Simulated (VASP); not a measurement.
# Pb in VASP: notebook

The runs below take Pb through single point, relaxation of the atoms, with LDA.

Everything below comes from runs of VASP 6.6.1. Logs are shortened: lines on timing, memory, paths and dates and some standing lists are left out, and cuts for length are marked.

**1. The cell of the first run**

The cell holds a slab with vacuum, 2 atoms: a = 3.452 Å, b = 3.452 Å, c = 16.819 Å, α = 90.00°, β = 90.00°, γ = 120.00°.

**2. Single point, LDA**

File INCAR:

```
SYSTEM = Pb
  ALGO = Fast
  DIPOL = 0.5 0.5 0.492
  EDIFF = 1E-6
  ENCUT = 520
  GGA = CA
  IDIPOL = 3
  ISIF = 2
  ISMEAR = 0
  LASPH = .True.
  LCHARG = .False.
  LDIPOL = .True.
  LREAL = .False.
  LWAVE = .False.
  NBANDS = 21
  NELM = 60
  PREC = Accurate
  SIGMA = 0.1
```

File KPOINTS:

```
k-points
0
Gamma
  9 9 1
  0 0 0
```

File POSCAR:

```
Pb
1.0
    3.4521594480      0.0000000000      0.0000000000
   -1.7260797240      2.9896577799      0.0000000000
    0.0000000000      0.0000000000     16.8186763861
Pb
2
Direct
    0.6666666667      0.3333333333      0.4162039770
    0.3333333333      0.6666666667      0.5683421185
```

Potentials or basis: VASP PAW LDA potentials, release 64 (Pb_d).

Command:

```sh
> cat potpaw_LDA.64/Pb_d/POTCAR > POTCAR
> mpirun -np 1 vasp_std > vasp.out
```

OUTCAR:

```text
SYSTEM = Pb
   EDIFF = 1E-6
   ENCUT = 520
   GGA = CA
   ISIF = 2
   ISMEAR = 0
   LASPH = .True.
   LREAL = .False.
   NELM = 60
   PREC = Accurate

 ion  position               nearest neighbor table
   1  0.667  0.333  0.416-   2 3.24   2 3.24   2 3.24
   2  0.333  0.667  0.568-   1 3.24   1 3.24   1 3.24

  LATTYP: Found a hexagonal cell.
 ALAT       =     3.4521594480
 C/A-ratio  =     4.8719291908

  Lattice vectors:

 A1 = (   3.4521594480,   0.0000000000,   0.0000000000)
 A2 = (  -1.7260797240,   2.9896577799,   0.0000000000)
 A3 = (   0.0000000000,   0.0000000000,  16.8186763861)

Analysis of symmetry for initial positions (statically):
=====================================================================
 Subroutine PRICEL returns:
 Original cell was already a primitive cell.

 Routine SETGRP: Setting up the symmetry group for a
 hexagonal supercell.

 Subroutine GETGRP returns: Found 12 space group operations
 (whereof  6 operations were pure point group operations)
 out of a pool of 24 trial point group operations.

The static configuration has the point symmetry C_3v.
 The point group associated with its full space group is D_3d.

Analysis of symmetry for dynamics (positions and initial velocities):
=====================================================================
 Subroutine PRICEL returns:
 Original cell was already a primitive cell.

 Routine SETGRP: Setting up the symmetry group for a
 hexagonal supercell.

 Subroutine GETGRP returns: Found 12 space group operations
 (whereof  6 operations were pure point group operations)
 out of a pool of 24 trial point group operations.

The dynamic configuration has the point symmetry C_3v.
 The point group associated with its full space group is D_3d.

 Subroutine INISYM returns: Found 12 space group operations
 (whereof  6 operations are pure point group operations),
 and found     1 'primitive' translations

----------------------------------------------------------------------------------------

                                     Primitive cell

  volume of cell :     173.5818

  direct lattice vectors                    reciprocal lattice vectors
     3.452159448  0.000000000  0.000000000     0.289673758  0.167243222  0.000000000
    -1.726079724  2.989657780  0.000000000     0.000000000  0.334486444  0.000000000
     0.000000000  0.000000000 16.818676386     0.000000000  0.000000000  0.059457711

  length of vectors
     3.452159448  3.452159448 16.818676386     0.334486444  0.334486444  0.059457711

  position of ions in fractional coordinates (direct lattice)
     0.666666667  0.333333333  0.416203977
     0.333333333  0.666666667  0.568342118

  ion indices of the primitive-cell ions
   primitive index   ion index
                 1           1
                 2           2

----------------------------------------------------------------------------------------

 KPOINTS: k-points

Automatic generation of k-mesh.
 Grid dimensions read from file:
 generate k-points for:    9    9    1

 Generating k-lattice:

  Cartesian coordinates                     Fractional coordinates (reciprocal lattice)
     0.032185973  0.018582580  0.000000000     0.111111111 -0.000000000  0.000000000
     0.000000000  0.037165160  0.000000000     0.000000000  0.111111111  0.000000000
     0.000000000  0.000000000  0.059457711     0.000000000  0.000000000  1.000000000

  Length of vectors
     0.037165160  0.037165160  0.059457711

  Shift w.r.t. Gamma in fractional coordinates (k-lattice)
     0.000000000  0.000000000  0.000000000

 Subroutine IBZKPT returns following result:
 ===========================================

 Found     12 irreducible k-points:

 Following reciprocal coordinates:
            Coordinates               Weight
  0.000000  0.000000  0.000000      1.000000
  0.111111  0.000000  0.000000      6.000000
  0.222222  0.000000  0.000000      6.000000
  0.333333  0.000000  0.000000      6.000000
  0.444444  0.000000  0.000000      6.000000
  0.111111  0.111111  0.000000      6.000000
  0.222222  0.111111  0.000000     12.000000
  0.333333  0.111111  0.000000     12.000000
  0.444444  0.111111  0.000000      6.000000
  0.222222  0.222222  0.000000      6.000000
  0.333333  0.222222  0.000000     12.000000
  0.333333  0.333333  0.000000      2.000000
   k-points           NKPTS =     12   k-points in BZ     NKDIM =     12   number of bands    NBANDS=     21
   number of dos      NEDOS =    301   number of ions     NIONS =      2
   total plane-waves  NPLWV =  98784
   dimension x,y,z NGX =    28 NGY =   28 NGZ =  126
   dimension x,y,z NGXF=    56 NGYF=   56 NGZF=  252
   ions per type =               2
   NGX,Y,Z   is equivalent  to a cutoff of  13.48, 13.48, 12.45 a.u.
   NGXF,Y,Z  is equivalent  to a cutoff of  26.97, 26.97, 24.91 a.u.
 SYSTEM =  Pb
   PREC   = accura    normal or accurate (medium, high low for compatibility)
   ISTART =      0    job   : 0-new  1-cont  2-samecut
   ICHARG =      2    charge: 1-file 2-atom 10-const
   ISPIN  =      1    spin polarized calculation?
   LNONCOLLINEAR =      F non collinear calculations
   LSORBIT =      F    spin-orbit coupling
   LASPH  =      T    aspherical Exc in radial PAW
   ENCUT  =  520.0 eV  38.22 Ry    6.18 a.u.   6.42  6.42 31.27*2*pi/ulx,y,z
   NELM   =     60;   NELMIN=  2; NELMDL= -5     # of ELM steps
   EDIFF  = 0.1E-05   stopping-criterion for ELM
   LREAL  =      F    real-space projection
   EDIFFG = 0.1E-04   stopping-criterion for IOM
   NSW    =      0    number of steps for IOM
   IBRION =     -1    ionic relax: 0-MD 1-quasi-New 2-CG
   NFREE  =      0    steps in history (QN), initial steepest desc. (CG)
   ISIF   =      2    stress and relaxation
   ISYM   =      2    0-nonsym 1-usesym 2-fastsym
   POTIM  = 0.5000    time-step for ionic-motion
   TEBEG  =    0.0;   TEEND  =   0.0 temperature during run
   PSTRESS=    0.0 pullay stress
   NELECT =      28.0000    total number of electrons
   NUPDOWN=      -1.0000    fix difference up-down
   EMIN   =  10.00;   EMAX   =-10.00  energy-range for DOS
   EFERMI =   0.00;   METHOD = LEGACY
   ISMEAR =     0;   SIGMA  =   0.10  broadening in eV -4-tet -1-fermi 0-gaus
   EFERMI_NEDOS =   21; number of points for ismear=-14 and -15
   IALGO  =     68    algorithm
   IMIX   =      4    mixing-type and parameters
     AMIX     =   0.40;   BMIX     =  1.00
     AMIX_MAG =   1.60;   BMIX_MAG =  1.00
  volume/ion in A,a.u.               =      86.79       585.69
  Fermi-wavevector in a.u.,A,eV,Ry     =   0.891168  1.684063 10.805474  0.794180
  Thomas-Fermi vector in A             =   2.012953
   LORBIT       =      0    0 simple, 1 ext, 2 COOP (PROOUT), +10 PAW based schemes
   GGA     = CA    functional components
   LHFCALC =     F    Hartree Fock is set to
   AEXX    =    0.0000 exact exchange contribution
   IVDW    =     0    specifies the selected vdW correction
   LEPSILON=     F    determine dielectric tensor
   LRPA    =     F    only Hartree local field effects (RPA)
 non-spin polarized calculation
 RMM-DIIS sequential band-by-band and
 Gauss-broadening in eV      SIGMA  =   0.10
  energy-cutoff  :      520.00
  volume of cell :      173.58
 maximum number of plane-waves:      4707
 NGX is ok and might be reduce to    28
   NGX = 13   NGY = 13   NGZ = 63

 dipolmoment           0.000000      0.000000      0.000204 electrons x Angstroem

 number of electron      28.0000006 magnetization

 dipolmoment           0.000000      0.000000     -0.000008 electrons x Angstroem

 Free energy of the ion-electron system (eV)
  ---------------------------------------------------
  ext. energy  EPLUGINS =         0.00000000
  ---------------------------------------------------
  free energy    TOTEN  =        -8.10712569 eV

  energy without entropy =       -8.10335734  energy(sigma->0) =       -8.10524152

 E-fermi :  -0.3015     XC(G=0):  -4.4014

 val. band max:       -0.3583632925   @ k =   0.2222   0.2222   0.0000
 cond. band min:      -0.2223433824   @ k =   0.3333   0.3333   0.0000
 fundamental gap:      0.1360199101
 Fermi energy:        -0.3014689365

 k-point     1 :       0.0000    0.0000    0.0000
  band No.  band energies     occupation
      1     -17.2351      2.00000
      2     -17.1836      2.00000
      3     -17.1836      2.00000
      4     -17.1699      2.00000
      5     -17.1699      2.00000
      6     -17.1432      2.00000
[... 13 lines left out ...]
     20       7.3130      0.00000
     21       7.3166      0.00000

 k-point     2 :       0.1111    0.0000    0.0000
  band No.  band energies     occupation
      1     -17.2445      2.00000
      2     -17.1835      2.00000
      3     -17.1651      2.00000
      4     -17.1584      2.00000
      5     -17.1377      2.00000
      6     -17.1239      2.00000
[... 13 lines left out ...]
     20       5.7222      0.00000
     21       7.1833      0.00000

 k-point     3 :       0.2222    0.0000    0.0000
  band No.  band energies     occupation
      1     -17.2799      2.00000
      2     -17.2072      2.00000
      3     -17.1413      2.00000
      4     -17.1249      2.00000
      5     -17.0941      2.00000
      6     -17.0551      2.00000
[... 13 lines left out ...]
     20       5.6503      0.00000
     21       6.3827      0.00000
[... 169 lines left out ...]
 k-point    11 :       0.3333    0.2222    0.0000
  band No.  band energies     occupation
      1     -17.2616      2.00000
      2     -17.2370      2.00000
      3     -17.1783      2.00000
      4     -17.1226      2.00000
      5     -17.0747      2.00000
      6     -16.9889      2.00000
[... 13 lines left out ...]
     20       6.6195      0.00000
     21       7.4261      0.00000

 k-point    12 :       0.3333    0.3333    0.0000
  band No.  band energies     occupation
      1     -17.2581      2.00000
      2     -17.2010      2.00000
      3     -17.2010      2.00000
      4     -17.0523      2.00000
      5     -17.0313      2.00000
      6     -17.0312      2.00000
[... 13 lines left out ...]
     20       7.4702      0.00000
     21       7.5622      0.00000

------------------------ aborting loop because EDIFF is reached ----------------------------------------

 vacuum level on the upper side and lower side of the slab       (xc-potential included)        -0.183        -0.187

  FORCE on cell =-STRESS in cart. coord.  units (eV):
  Direction    XX          YY          ZZ          XY          YZ          ZX
  --------------------------------------------------------------------------------------
  -------------------------------------------------------------------------------------
  Total       -0.4636180     -0.4636180      0.0060807      0.0000000      0.0000000      0.0000000
  in kB       -4.2792407     -4.2792407      0.0561253      0.0000000      0.0000000      0.0000000
  external PRESSURE =      -2.8341187 kB  Pullay stress =       0.0000000 kB

 VOLUME and BASIS-vectors are now :
 -----------------------------------------------------------------------------
  energy-cutoff  :      520.00
  volume of cell :      173.58
      direct lattice vectors                 reciprocal lattice vectors
     3.452159448  0.000000000  0.000000000     0.289673758  0.167243222  0.000000000
    -1.726079724  2.989657780  0.000000000     0.000000000  0.334486444  0.000000000
     0.000000000  0.000000000 16.818676386     0.000000000  0.000000000  0.059457711

 POSITION                                       TOTAL-FORCE (eV/Angst)
 -----------------------------------------------------------------------------------
      1.72608      0.99655      7.00000        -0.000000      0.000000     -0.013931
     -0.00000      1.99311      9.55876         0.000000      0.000000      0.013931
 -----------------------------------------------------------------------------------
    total drift:                                0.000000     -0.000000     -0.000244

  FREE ENERGIE OF THE ION-ELECTRON SYSTEM (eV)
  ---------------------------------------------------
  free  energy   TOTEN  =        -8.1071256943 eV

  energy  without entropy=       -8.1033573403  energy(sigma->0) =       -8.10524152

 vacuum level on the upper side and lower side of the slab         3.727         3.727
```

It took 2.1 min on 1 thread of Intel Xeon 8259CL, shared host; peak memory 0.24 GiB.

What came out:

| Item | Value |
| --- | --- |
| Free energy | -8.1071 eV |
| Largest force | 0.014 eV/Å |
| Band gap on the k mesh | zero (bands 14 and 15 overlap by 3.14 eV) |

Forces on the atoms (eV/Å):
```
Pb   0.000  0.000 -0.014
Pb   0.000  0.000  0.014
```

Caveat: spin-orbit coupling is left out, which moves the levels of the heavy elements.

**3. Relaxation of the atoms, LDA**

File INCAR:

```
SYSTEM = Pb
PREC = Accurate
ENCUT = 520
EDIFF = 1E-7
ISMEAR = 0
SIGMA = 0.1
LREAL = .FALSE.
LASPH = .TRUE.
NELM = 100
ALGO = Fast
ISIF = 2
LWAVE = .FALSE.
LCHARG = .FALSE.
LDIPOL = .TRUE.
IDIPOL = 3
DIPOL = 0.5 0.5 0.500
GGA = CA
IBRION = 2
NSW = 70
EDIFFG = -0.03
```

File KPOINTS:

```
Automatic mesh
0
G
  9 9 1
  0 0 0
```

File POSCAR:

```
Pb
1.0
    3.4521594480      0.0000000000      0.0000000000
   -1.7260797240      2.9896577799      0.0000000000
    0.0000000000      0.0000000000     16.8186763861
Pb
2
Selective dynamics
Direct
    0.6666666667      0.3333333333      0.4162039770  F F F
    0.3333333333      0.6666666667      0.5837960230  T T T
```

Potentials or basis: VASP PAW LDA potentials, release 64 (Pb_d).

Command:

```sh
> cat potpaw_LDA.64/Pb_d/POTCAR > POTCAR
> mpirun -np 1 vasp_std > vasp.out
```

OUTCAR:

```text
SYSTEM = Pb
   PREC = Accurate
   ENCUT = 520
   EDIFF = 1E-7
   ISMEAR = 0
   LREAL = .FALSE.
   LASPH = .TRUE.
   NELM = 100
   ISIF = 2
   GGA = CA
   IBRION = 2
   NSW = 70
   EDIFFG = -0.03

 ion  position               nearest neighbor table
   1  0.667  0.333  0.416-   2 3.45   2 3.45   2 3.45
   2  0.333  0.667  0.584-   1 3.45   1 3.45   1 3.45

  LATTYP: Found a hexagonal cell.
 ALAT       =     3.4521594480
 C/A-ratio  =     4.8719291908

  Lattice vectors:

 A1 = (   3.4521594480,   0.0000000000,   0.0000000000)
 A2 = (  -1.7260797240,   2.9896577799,   0.0000000000)
 A3 = (   0.0000000000,   0.0000000000,  16.8186763861)

Analysis of symmetry for initial positions (statically):
=====================================================================
 Subroutine PRICEL returns:
 Original cell was already a primitive cell.

 Routine SETGRP: Setting up the symmetry group for a
 hexagonal supercell.

[... 178 lines left out ...]
  Total       -0.9256660     -0.9256660     -2.0806791     -0.0000000      0.0000000      0.0000000
  in kB       -8.5439907     -8.5439907    -19.2048776     -0.0000000      0.0000000      0.0000000
  external PRESSURE =     -12.0976197 kB  Pullay stress =       0.0000000 kB
[... 161 lines left out ...]
  FREE ENERGIE OF THE ION-ELECTRON SYSTEM (eV)
  ---------------------------------------------------
  free  energy   TOTEN  =        -8.1064944710 eV

  energy  without entropy=       -8.1022846533  energy(sigma->0) =       -8.10438956

 dipolmoment           0.000000      0.000000     -0.000002 electrons x Angstroem

--------------------------------------- Ionic step        6  -------------------------------------------

 number of electron      28.0000005 magnetization

 dipolmoment           0.000000      0.000000      0.000005 electrons x Angstroem

 Free energy of the ion-electron system (eV)
  ---------------------------------------------------
  ext. energy  EPLUGINS =         0.00000000
  ---------------------------------------------------
  free energy    TOTEN  =        -8.10714819 eV

  energy without entropy =       -8.10332469  energy(sigma->0) =       -8.10523644

 E-fermi :  -0.2999     XC(G=0):  -4.3872

 val. band max:       -0.3561105431   @ k =   0.2222   0.2222   0.0000
 cond. band min:      -0.2234654888   @ k =   0.3333   0.3333   0.0000
 fundamental gap:      0.1326450542
 Fermi energy:        -0.2998925850

 k-point     1 :       0.0000    0.0000    0.0000
  band No.  band energies     occupation
      1     -17.2324      2.00000
      2     -17.1806      2.00000
      3     -17.1806      2.00000
      4     -17.1673      2.00000
      5     -17.1673      2.00000
      6     -17.1416      2.00000
[... 241 lines left out ...]
     17       2.7351      0.00000
     18       2.7351      0.00000

------------------------ aborting loop because EDIFF is reached ----------------------------------------

 vacuum level on the upper side and lower side of the slab       (xc-potential included)        -0.011        -0.012

  FORCE on cell =-STRESS in cart. coord.  units (eV):
  Direction    XX          YY          ZZ          XY          YZ          ZX
  --------------------------------------------------------------------------------------
  -------------------------------------------------------------------------------------
  Total       -0.4701153     -0.4701153     -0.0221185      0.0000000      0.0000000      0.0000000
  in kB       -4.3392116     -4.3392116     -0.2041564      0.0000000      0.0000000      0.0000000
  external PRESSURE =      -2.9608599 kB  Pullay stress =       0.0000000 kB
[... 17 lines left out ...]
  FREE ENERGIE OF THE ION-ELECTRON SYSTEM (eV)
  ---------------------------------------------------
  free  energy   TOTEN  =        -8.1071481936 eV

  energy  without entropy=       -8.1033246879  energy(sigma->0) =       -8.10523644

 reached required accuracy - stopping structural energy minimisation

 vacuum level on the upper side and lower side of the slab         3.851         3.847
```

OSZICAR:

```text
N       E                     dE             d eps       ncg     rms          rms(c)
DAV:   1     0.281728393398E+03    0.28173E+03   -0.12724E+04   440   0.135E+03
DAV:   2     0.164454410151E+02   -0.26528E+03   -0.26279E+03   436   0.387E+02
DAV:   3    -0.730069842165E+01   -0.23746E+02   -0.23649E+02   528   0.156E+02
[... 119 lines left out ...]
RMM:  12    -0.810714751825E+01   -0.58655E-06   -0.21663E-07   280   0.426E-03    0.127E-03
RMM:  13    -0.810714777703E+01   -0.25878E-06   -0.12657E-07   269   0.444E-03    0.811E-04
RMM:  14    -0.810714793757E+01   -0.16054E-06   -0.79510E-08   262   0.237E-03    0.177E-04
RMM:  15    -0.810714813229E+01   -0.19472E-06   -0.39027E-08   263   0.223E-03    0.586E-04
RMM:  16    -0.810714819357E+01   -0.61283E-07   -0.14741E-08   257   0.149E-03
   6 F= -.81071482E+01 E0= -.81052364E+01  d E =-.105145E+00
```

CONTCAR:

```text
Pb
   1.00000000000000
     3.4521594480000002    0.0000000000000000    0.0000000000000000
    -1.7260797240000001    2.9896577798999999    0.0000000000000000
     0.0000000000000000    0.0000000000000000   16.8186763861000017
  Pb
     2
Selective dynamics
Direct
     0.6666666667000030    0.3333333332999970    0.4162039770000021   F   F   F
     0.3333333332999970    0.6666666667000030    0.5685022131741091   T   T   T

  0.00000000E+00  0.00000000E+00  0.00000000E+00
  0.00000000E+00  0.00000000E+00  0.00000000E+00
```

Run time: 11 min. Hardware: 1 thread of Intel Xeon 8259CL, shared host; peak memory 0.25 GiB.

Results:

- Free energy: -8.1071 eV
- Energy gained by relaxing: 52.6 meV/atom
- Ionic steps: 6
- Band gap on the k mesh: zero (bands 14 and 15 overlap by 3.14 eV)

Step by step:
| step | energy change (eV) | largest force on free atoms (eV/Å) | pressure (GPa) |
| --- | --- | --- | --- |
| 1 | 0.0000 | 0.7278 | -1.21 |
| 2 | -0.0243 | 0.6582 | -1.11 |
| 3 | -0.0806 | 0.3978 | -0.78 |
| 4 | -0.0846 | 0.4566 | 0.20 |
| 5 | -0.1045 | 0.0719 | -0.38 |
| 6 | -0.1051 | 0.0029 | -0.30 |

Final structure:
```
Pb
1.0
     3.45216    0.00000    0.00000
    -1.72608    2.98966    0.00000
     0.00000    0.00000   16.81868
Pb
2
Cartesian
  1.7261 0.9966 7.0000
  0.0000 1.9931 9.5615
```

Caveat: spin-orbit coupling is left out, which moves the levels of the heavy elements.
